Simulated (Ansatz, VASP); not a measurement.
One calculation of Cd, two programs

File POSCAR:

```
Cd
1.0
    2.9509006248      0.0000000000      0.0000000000
   -1.4754503124      2.5555549051      0.0000000000
    0.0000000000      0.0000000000      5.8838547497
Cd
2
Direct
    0.3333333333      0.6666666667      0.2500000000
    0.6666666667      0.3333333333      0.7500000000
```

INCAR.step1

```
SYSTEM = Cd
PREC = Accurate
ENCUT = 520
ISMEAR = 1
SIGMA = 1.0
LREAL = .FALSE.
LASPH = .TRUE.
NELM = 80
NBANDS = 19
GGA = PE
ALGO = Normal
EDIFF = 1E-4
LWAVE = .TRUE.
LCHARG = .FALSE.
```

The input INCAR.step2:

```
SYSTEM = Cd
PREC = Accurate
ENCUT = 520
EDIFF = 1E-6
ISMEAR = 1
SIGMA = 1.0
LREAL = .FALSE.
LASPH = .TRUE.
NELM = 80
ALGO = Normal
ISIF = 2
LWAVE = .FALSE.
LCHARG = .FALSE.
METAGGA = R2SCAN
LMIXTAU = .TRUE.
NBANDS = 19
ISTART = 1
```

The input KPOINTS:

```
regular mesh
0
G
  12 12 6
  0 0 0
```

Input for Ansatz:

```yaml
crystal:
  lattice:
    - [2.9509006248, 0.0, 0.0]
    - [-1.4754503124, 2.5555549051, 0.0]
    - [0.0, 0.0, 5.8838547497]
  atoms:
    - { symbol: Cd, position: [0.3333333333, 0.6666666667, 0.25] }
    - { symbol: Cd, position: [0.6666666667, 0.3333333333, 0.75] }
hamiltonian:
  xc: r2scan
  pseudopotentials:
    kind: paw
    azcp:
      Cd: "pseudopotentials/Cd.paw.azcp"
basis:
  ecutwfc: 500
  fft_grid_basis: typed
kpoints:
  mp_grid: { grid: [12, 12, 6], shift: [0, 0, 0] }
magnetization:
  spin_polarized: false
scf:
  occupations: { method: methfessel_paxton, width: 1.0 }
  lower_state_search: "off"
output:
  stress: true
```

Alike in both runs: task single point; functional r2SCAN; k mesh 12 × 12 × 6; occupations methfessel-paxton of order 1, width 1 eV; no spin polarisation.

```csv
,VASP,Ansatz
version,VASP 6.6.1,Ansatz 0.2.0
potentials or method,"VASP PAW PBE potentials, release 64 (Cd), cutoff 520 eV","plane waves (500 eV) with PAW, scalar-relativistic"
valence electrons in the cell,24,40
```

VASP gave:

| Property | Result |
| --- | --- |
| pressure (GPa) | 0.3 |
| traceless stress, the component that is largest in VASP (GPa) | -0.41 |

Problem. Estimate Ansatz's values.

Solution. Pressure (GPa): 0.0; traceless stress, the component that is largest in VASP (GPa): -0.24.

VASP's potentials were made for PBE, not for r2SCAN. With one functional, cell and mesh, what is left measures potentials, basis and numerics. VASP's potentials hold 24 valence electrons a cell and Ansatz's 40, so a difference there can come from the potentials and not from the codes.
